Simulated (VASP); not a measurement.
Runs of VASP 6.6.1 on NaF. The structure is that of space group Fm-3m (No. 225), or close to it. The cells are those of the table. 

```csv
level,cell,k mesh,smearing,grid for exact exchange (PRECFOCK),share of exact exchange,screening parameter,gap on the mesh (eV),pressure (GPa)
PBE,"a = 3.321 Å, angles 58.6°, 2 atoms",10 × 10 × 10,fermi-dirac 0.02 eV,-,-,-,6.23,1.6
r2SCAN,"a = 3.384 Å, angles 60.0°, 2 atoms",10 × 10 × 10,gaussian 0.01 eV,-,-,-,(c),(b)
HSE06,"a = 3.384 Å, angles 60.0°, 2 atoms",6 × 6 × 6,gaussian 0.01 eV,Normal,0.25,0.2079 1/Å,7.91,-3.7
r2SCAN,"a = 3.321 Å, angles 58.6°, 2 atoms",10 × 10 × 10,gaussian 0.01 eV,-,-,-,7.10,-2.2
PBE,"a = 3.193, b = 3.193, c = 3.137 Å, angles 60.6, 60.6, 58.8°, 2 atoms",10 × 10 × 10,fermi-dirac 0.02 eV,-,-,-,(a),8.8
```

Alike in all rows: task single point; potentials or basis VASP PAW PBE potentials, release 64 (Na_pv, F); no spin polarisation; cutoff (eV) 520.

Fill in the values left out.

(a) 6.84; (b) -5.7; (c) 6.66.

Caveats: the PAW data sets were made with another functional, which shifts forces and pressure a little (at least some runs); the cell stands under tension (at least some runs); the cell stands under pressure (at least some runs).

A k mesh can miss the band edges.
